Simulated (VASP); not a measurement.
# LaZrN2 (P-4m2) in VASP: single point with PBE

Aim: the single point of LaZrN2 with PBE.

Program: VASP 6.6.1. These are calculated values, not measurements. Logs are shortened: lines on timing, memory, paths and dates and some standing lists are left out, and cuts for length are marked.

**1. The cell of the first run**

The structure is tetragonal, space group P-4m2 (No. 115). The conventional cell has a = 3.641 Å, b = 3.641 Å, c = 5.572 Å, α = 90.00°, β = 90.00°, γ = 90.00°. La (site symmetry -4m2) has 4 N at 2.46 Å within 3.2 Å. Zr (site symmetry -4m2) has 4 N at 2.14 Å within 2.8 Å. Within 2.8 Å of N (site symmetry 2mm) lie 2 Zr at 2.14 Å and 2 La at 2.46 Å.

**2. Single point, PBE**

File INCAR:

```
SYSTEM = LaZrN2
  ALGO = Normal
  EDIFF = 1E-6
  ENCUT = 520
  GGA = PE
  ISIF = 2
  ISMEAR = 0
  LASPH = .True.
  LCHARG = .False.
  LREAL = .False.
  LWAVE = .False.
  NBANDS = 24
  NELM = 60
  PREC = Accurate
  SIGMA = 0.1
```

File KPOINTS:

```
k-points
0
Gamma
  12 12 8
  0 0 0
```

File POSCAR:

```
LaZrN2
1.0
    3.6406263277      0.0000000000      0.0000000000
    0.0000000000      3.6406263277      0.0000000000
    0.0000000000      0.0000000000      5.5721562932
La Zr N
1 1 2
Direct
    0.5000000000      0.5000000000      0.5000000000
    0.0000000000      0.0000000000      0.0000000000
    0.0000000000      0.5000000000      0.2036318612
    0.5000000000      0.0000000000      0.7963681388
```

Potentials or basis: VASP PAW PBE potentials, release 64 (La, Zr_sv, N).

Started as:

```sh
> cat potpaw_PBE.64/La/POTCAR potpaw_PBE.64/Zr_sv/POTCAR potpaw_PBE.64/N/POTCAR > POTCAR
> mpirun -np 1 vasp_std > vasp.out
```

OUTCAR:

```text
SYSTEM = LaZrN2
   EDIFF = 1E-6
   ENCUT = 520
   GGA = PE
   ISIF = 2
   ISMEAR = 0
   LASPH = .True.
   LREAL = .False.
   NELM = 60
   PREC = Accurate

 ion  position               nearest neighbor table
   1  0.500  0.500  0.500-   3 2.46   4 2.46   4 2.46   3 2.46
   2  0.000  0.000  0.000-   3 2.14   4 2.14   3 2.14   4 2.14
   3  0.000  0.500  0.204-   2 2.14   2 2.14   1 2.46   1 2.46
   4  0.500  0.000  0.796-   2 2.14   2 2.14   1 2.46   1 2.46

  LATTYP: Found a simple tetragonal cell.
 ALAT       =     3.6406263277
 C/A-ratio  =     1.5305488099

  Lattice vectors:

 A1 = (   3.6406263277,   0.0000000000,   0.0000000000)
 A2 = (   0.0000000000,   3.6406263277,   0.0000000000)
 A3 = (   0.0000000000,   0.0000000000,   5.5721562932)

Analysis of symmetry for initial positions (statically):
=====================================================================
 Subroutine PRICEL returns:
 Original cell was already a primitive cell.

 Routine SETGRP: Setting up the symmetry group for a
 simple tetragonal supercell.

 Subroutine GETGRP returns: Found  8 space group operations
 (whereof  8 operations were pure point group operations)
 out of a pool of 16 trial point group operations.

The static configuration has the point symmetry D_2d.

Analysis of symmetry for dynamics (positions and initial velocities):
=====================================================================
 Subroutine PRICEL returns:
 Original cell was already a primitive cell.

 Routine SETGRP: Setting up the symmetry group for a
 simple tetragonal supercell.

 Subroutine GETGRP returns: Found  8 space group operations
 (whereof  8 operations were pure point group operations)
 out of a pool of 16 trial point group operations.

The dynamic configuration has the point symmetry D_2d.

 Subroutine INISYM returns: Found  8 space group operations
 (whereof  8 operations are pure point group operations),
 and found     1 'primitive' translations

----------------------------------------------------------------------------------------

                                     Primitive cell

  volume of cell :      73.8543

  direct lattice vectors                    reciprocal lattice vectors
     3.640626328  0.000000000  0.000000000     0.274678011  0.000000000  0.000000000
     0.000000000  3.640626328  0.000000000     0.000000000  0.274678011  0.000000000
     0.000000000  0.000000000  5.572156293     0.000000000  0.000000000  0.179463739

  length of vectors
     3.640626328  3.640626328  5.572156293     0.274678011  0.274678011  0.179463739

  position of ions in fractional coordinates (direct lattice)
     0.500000000  0.500000000  0.500000000
     0.000000000  0.000000000  0.000000000
     0.000000000  0.500000000  0.203631861
     0.500000000  0.000000000  0.796368139

  ion indices of the primitive-cell ions
   primitive index   ion index
                 1           1
                 2           2
                 3           3
                 4           4

----------------------------------------------------------------------------------------

 KPOINTS: k-points

Automatic generation of k-mesh.
 Grid dimensions read from file:
 generate k-points for:   12   12    8

 Generating k-lattice:

  Cartesian coordinates                     Fractional coordinates (reciprocal lattice)
     0.022889834  0.000000000  0.000000000     0.083333333  0.000000000  0.000000000
     0.000000000  0.022889834  0.000000000     0.000000000  0.083333333  0.000000000
     0.000000000  0.000000000  0.022432967     0.000000000  0.000000000  0.125000000

  Length of vectors
     0.022889834  0.022889834  0.022432967

  Shift w.r.t. Gamma in fractional coordinates (k-lattice)
     0.000000000  0.000000000  0.000000000

 Subroutine IBZKPT returns following result:
 ===========================================

 Found    140 irreducible k-points:

 Following reciprocal coordinates:
            Coordinates               Weight
  0.000000  0.000000  0.000000      1.000000
  0.083333  0.000000  0.000000      4.000000
  0.166667  0.000000  0.000000      4.000000
  0.250000  0.000000  0.000000      4.000000
  0.333333  0.000000  0.000000      4.000000
  0.416667  0.000000  0.000000      4.000000
[... 16 lines left out ...]
  0.333333  0.333333  0.000000      4.000000
  0.416667  0.333333  0.000000      8.000000
 [... further k-points ...]
   k-points           NKPTS =    140   k-points in BZ     NKDIM =    140   number of bands    NBANDS=     24
   number of dos      NEDOS =    301   number of ions     NIONS =      4
   total plane-waves  NPLWV =  32928
   dimension x,y,z NGX =    28 NGY =   28 NGZ =   42
   dimension x,y,z NGXF=    56 NGYF=   56 NGZF=   84
   ions per type =               1   1   2
   NGX,Y,Z   is equivalent  to a cutoff of  12.79, 12.79, 12.53 a.u.
   NGXF,Y,Z  is equivalent  to a cutoff of  25.57, 25.57, 25.06 a.u.
 SYSTEM =  LaZrN2
   PREC   = accura    normal or accurate (medium, high low for compatibility)
   ISTART =      0    job   : 0-new  1-cont  2-samecut
   ICHARG =      2    charge: 1-file 2-atom 10-const
   ISPIN  =      1    spin polarized calculation?
   LNONCOLLINEAR =      F non collinear calculations
   LSORBIT =      F    spin-orbit coupling
   LASPH  =      T    aspherical Exc in radial PAW
   ENCUT  =  520.0 eV  38.22 Ry    6.18 a.u.   6.77  6.77 10.36*2*pi/ulx,y,z
   NELM   =     60;   NELMIN=  2; NELMDL= -5     # of ELM steps
   EDIFF  = 0.1E-05   stopping-criterion for ELM
   LREAL  =      F    real-space projection
   EDIFFG = 0.1E-04   stopping-criterion for IOM
   NSW    =      0    number of steps for IOM
   IBRION =     -1    ionic relax: 0-MD 1-quasi-New 2-CG
   NFREE  =      0    steps in history (QN), initial steepest desc. (CG)
   ISIF   =      2    stress and relaxation
   ISYM   =      2    0-nonsym 1-usesym 2-fastsym
   POTIM  = 0.5000    time-step for ionic-motion
   TEBEG  =    0.0;   TEEND  =   0.0 temperature during run
   PSTRESS=    0.0 pullay stress
   NELECT =      33.0000    total number of electrons
   NUPDOWN=      -1.0000    fix difference up-down
   EMIN   =  10.00;   EMAX   =-10.00  energy-range for DOS
   EFERMI =   0.00;   METHOD = LEGACY
   ISMEAR =     0;   SIGMA  =   0.10  broadening in eV -4-tet -1-fermi 0-gaus
   EFERMI_NEDOS =   21; number of points for ismear=-14 and -15
   IALGO  =     38    algorithm
   IMIX   =      4    mixing-type and parameters
     AMIX     =   0.40;   BMIX     =  1.00
     AMIX_MAG =   1.60;   BMIX_MAG =  1.00
  volume/ion in A,a.u.               =      18.46       124.60
  Fermi-wavevector in a.u.,A,eV,Ry     =   1.251568  2.365120 21.312458  1.566421
  Thomas-Fermi vector in A             =   2.385509
   LORBIT       =      0    0 simple, 1 ext, 2 COOP (PROOUT), +10 PAW based schemes
   GGA     = PE    functional components
   LHFCALC =     F    Hartree Fock is set to
   AEXX    =    0.0000 exact exchange contribution
   IVDW    =     0    specifies the selected vdW correction
   LEPSILON=     F    determine dielectric tensor
   LRPA    =     F    only Hartree local field effects (RPA)
 non-spin polarized calculation
 Gauss-broadening in eV      SIGMA  =   0.10
  energy-cutoff  :      520.00
  volume of cell :       73.85
 maximum number of plane-waves:      2048
 NGX is ok and might be reduce to    28
   NGX = 13   NGY = 13   NGZ = 21

 number of electron      32.9999999 magnetization

 Free energy of the ion-electron system (eV)
  ---------------------------------------------------
  ext. energy  EPLUGINS =         0.00000000
  ---------------------------------------------------
  free energy    TOTEN  =       -35.12673907 eV

  energy without entropy =      -35.10759613  energy(sigma->0) =      -35.11716760

 E-fermi :   8.2097     XC(G=0): -10.3125

 val. band max:        8.2051372990   @ k =   0.4167   0.4167   0.3750
 cond. band min:       8.2144034492   @ k =   0.2500   0.2500   0.1250
 fundamental gap:      0.0092661502
 Fermi energy:         8.2097394671

 k-point     1 :       0.0000    0.0000    0.0000
  band No.  band energies     occupation
      1     -41.1851      2.00000
      2     -24.3673      2.00000
      3     -19.3975      2.00000
      4     -19.1895      2.00000
      5     -19.1895      2.00000
      6      -9.0094      2.00000
[... 16 lines left out ...]
     23      10.5288      0.00000
     24      10.7648      0.00000

 k-point     2 :       0.0833    0.0000    0.0000
  band No.  band energies     occupation
      1     -41.1843      2.00000
      2     -24.3602      2.00000
      3     -19.3955      2.00000
      4     -19.2064      2.00000
      5     -19.1885      2.00000
      6      -8.9973      2.00000
[... 16 lines left out ...]
     23      10.5483      0.00000
     24      10.7640      0.00000

 k-point     3 :       0.1667    0.0000    0.0000
  band No.  band energies     occupation
      1     -41.1821      2.00000
      2     -24.3408      2.00000
      3     -19.3907      2.00000
      4     -19.2516      2.00000
      5     -19.1856      2.00000
      6      -8.9708      2.00000
[... 16 lines left out ...]
     23      10.5974      0.00000
     24      10.7672      0.00000

 k-point     4 :       0.2500    0.0000    0.0000
  band No.  band energies     occupation
      1     -41.1790      2.00000
      2     -24.3141      2.00000
      3     -19.3871      2.00000
      4     -19.3094      2.00000
      5     -19.1817      2.00000
      6      -8.9770      2.00000
[... 16 lines left out ...]
     23      10.6656      0.00000
     24      10.7820      0.00000

 k-point     5 :       0.3333    0.0000    0.0000
  band No.  band energies     occupation
      1     -41.1759      2.00000
      2     -24.2870      2.00000
      3     -19.4014      2.00000
      4     -19.3482      2.00000
      5     -19.1778      2.00000
      6      -9.1143      2.00000
[... 451 lines left out ...]
 k-point    22 :       0.5000    0.2500    0.0000
  band No.  band energies     occupation
      1     -41.1667      2.00000
      2     -24.2064      2.00000
      3     -19.4413      2.00000
      4     -19.3500      2.00000
      5     -19.2881      2.00000
      6      -9.2463      2.00000
[... 16 lines left out ...]
     23      10.6985      0.00000
     24      10.8165      0.00000

 k-point    23 :       0.3333    0.3333    0.0000
  band No.  band energies     occupation
      1     -41.1668      2.00000
      2     -24.2067      2.00000
      3     -19.3930      2.00000
      4     -19.3744      2.00000
      5     -19.3132      2.00000
      6      -8.9819      2.00000
[... 16 lines left out ...]
     23      10.6926      0.00000
     24      10.8077      0.00000

 k-point    24 :       0.4167    0.3333    0.0000
  band No.  band energies     occupation
      1     -41.1645      2.00000
      2     -24.1867      2.00000
      3     -19.4228      2.00000
      4     -19.3809      2.00000
      5     -19.3131      2.00000
      6      -9.1287      2.00000
[... 16 lines left out ...]
     23      10.6472      0.00000
     24      10.8185      0.00000

 [... further k-points ...]
[... 5 lines left out ...]
  --------------------------------------------------------------------------------------
  -------------------------------------------------------------------------------------
  Total        0.0000371      0.0000371     -0.0547226      0.0000000      0.0000000      0.0000000
  in kB        0.0008055      0.0008055     -1.1871406      0.0000000      0.0000000      0.0000000
  external PRESSURE =      -0.3951765 kB  Pullay stress =       0.0000000 kB

 VOLUME and BASIS-vectors are now :
 -----------------------------------------------------------------------------
  energy-cutoff  :      520.00
  volume of cell :       73.85
      direct lattice vectors                 reciprocal lattice vectors
     3.640626328  0.000000000  0.000000000     0.274678011  0.000000000  0.000000000
     0.000000000  3.640626328  0.000000000     0.000000000  0.274678011  0.000000000
     0.000000000  0.000000000  5.572156293     0.000000000  0.000000000  0.179463739

 POSITION                                       TOTAL-FORCE (eV/Angst)
 -----------------------------------------------------------------------------------
      1.82031      1.82031      2.78608         0.000000      0.000000     -0.000000
      0.00000      0.00000      0.00000        -0.000000     -0.000000     -0.000000
      0.00000      1.82031      1.13467         0.000000     -0.000000      0.032232
      1.82031      0.00000      4.43749         0.000000     -0.000000     -0.032232
 -----------------------------------------------------------------------------------
    total drift:                               -0.000000      0.000000      0.000000

  FREE ENERGIE OF THE ION-ELECTRON SYSTEM (eV)
  ---------------------------------------------------
  free  energy   TOTEN  =       -35.1267390692 eV

  energy  without entropy=      -35.1075961327  energy(sigma->0) =      -35.11716760
```

Run time: 2.5 min. Hardware: 1 thread of Intel Xeon Platinum 8488C (Sapphire Rapids), shared host; peak memory 0.41 GiB.

Results:

| Property | Result |
| --- | --- |
| Free energy | -35.1267 eV |
| Pressure | 0.0 GPa |
| Largest force | 0.032 eV/Å |

Forces in eV/Å, atoms in the order of the input:
```
La   0.000  0.000  0.000
Zr   0.000  0.000  0.000
N    0.000  0.000  0.032
N    0.000  0.000 -0.032
```

Stress tensor (GPa, compression positive):
```
 0.00  0.00  0.00
 0.00  0.00  0.00
 0.00  0.00 -0.12
```

Levels at points of the mesh, in eV from the Fermi level:
```csv
k point,band 13,band 14,band 15,band 16,band 17,band 18,band 19,band 20
"(0.00, 0.00, 0.00)",-4.34,-4.26,-2.36,-2.36,-0.76,-0.35,1.78,2.22
"(0.50, 0.00, 0.00)",-3.84,-3.67,-3.34,-3.19,0.52,0.95,1.71,1.82
"(0.50, 0.50, 0.00)",-3.34,-2.75,-2.75,-1.51,0.11,0.11,0.78,2.15
"(0.00, 0.00, 0.50)",-3.93,-3.93,-2.98,-2.98,-0.36,-0.02,0.87,2.09
"(0.50, 0.00, 0.50)",-3.79,-3.48,-3.35,-3.04,0.73,1.11,1.72,2.15
"(0.50, 0.50, 0.50)",-4.07,-3.06,-2.63,-2.63,-0.22,-0.22,0.06,2.19
```

Caveat: spin-orbit coupling is left out, which moves the levels of the heavy elements.
